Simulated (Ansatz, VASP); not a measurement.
**One calculation of Pd, two programs**

```
Pd
1.0
     2.80261    0.00000    0.00000
    -1.40131    2.42713    0.00000
     0.00000    0.00000    9.23602
Pd
4
Direct
  0.00000 0.00000 0.00000
  0.00000 0.00000 0.50000
  0.33333 0.66667 0.25000
  0.66667 0.33333 0.75000
```

Alike in both runs: functional revPBE; k mesh 13 × 13 × 4; occupations fermi-dirac, width 0.1 eV; no spin polarisation.

Ansatz relaxed the structure, and its values are those at the end. VASP's run is a single point on that final structure, the one shown.

|  | VASP | Ansatz |
| --- | --- | --- |
| version | VASP 6.6.1 | Ansatz 0.2.0 |
| potentials or method | VASP PAW PBE potentials, release 64 (Pd), cutoff 520 eV | plane waves (420 eV) with PAW, scalar-relativistic |
| valence electrons in the cell | 40 | 72 |

```csv
,VASP,Ansatz,Ansatz less VASP
pressure (GPa),-0.2,0.0,+0.22
```

VASP's potentials were made for PBE, not for revPBE. VASP's potentials hold 40 valence electrons a cell and Ansatz's 72, so a difference there can come from the potentials and not from the codes.
